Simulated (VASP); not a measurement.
A run of VASP 6.6.1 is set up as follows.

File POSCAR:

```
Ag
1.0
    0.0000000000      1.7687179772      1.7687179772
    1.7687179772      0.0000000000      1.7687179772
    1.7687179772      1.7687179772      0.0000000000
Ag
1
Direct
    0.0000000000      0.0000000000      0.0000000000
```

INCAR.step1

```
ALGO     = Normal         # electronic algorithm
EDIFF    = 1E-4           # SCF threshold, eV
ENCUT    = 520            # plane-wave cutoff, eV
GGA      = PE             # functional
ISMEAR   = -1             # smearing method
LASPH    = T              # aspherical terms in the spheres
LCHARG   = F              # write CHGCAR
LREAL    = F              # projectors in reciprocal space
LWAVE    = T              # write WAVECAR
NBANDS   = 12             # bands
NELM     = 60             # most SCF steps
PREC     = Accurate       # precision mode
SIGMA    = 0.1            # smearing width, eV
```

INCAR.step2

```
ALGO     = Normal         # electronic algorithm
EDIFF    = 1E-6           # SCF threshold, eV
ENCUT    = 520            # plane-wave cutoff, eV
ISIF     = 2              # what is computed and relaxed
ISMEAR   = -1             # smearing method
ISTART   = 1            
LASPH    = T              # aspherical terms in the spheres
LCHARG   = F              # write CHGCAR
LMIXTAU  = T            
LREAL    = F              # projectors in reciprocal space
LWAVE    = F              # write WAVECAR
METAGGA  = R2SCAN         # meta-GGA
NBANDS   = 12             # bands
NELM     = 60             # most SCF steps
PREC     = Accurate       # precision mode
SIGMA    = 0.1            # smearing width, eV
```

Contents of KPOINTS:

```
k-points
0
Gamma
  18 18 18
```

Potentials or basis: VASP PAW PBE potentials, release 64 (Ag).

Run with:

```bash
$ cat potpaw_PBE.64/Ag/POTCAR > POTCAR
$ cp INCAR.step1 INCAR
$ mpirun -np 1 vasp_std > vasp.out
$ cp INCAR.step2 INCAR
$ mpirun -np 1 vasp_std > vasp.out
```

(1) Predict the pressure.

## Answers

(1) 164.8 GPa.

Caveat: the PAW data sets were made with another functional, which shifts forces and pressure a little.
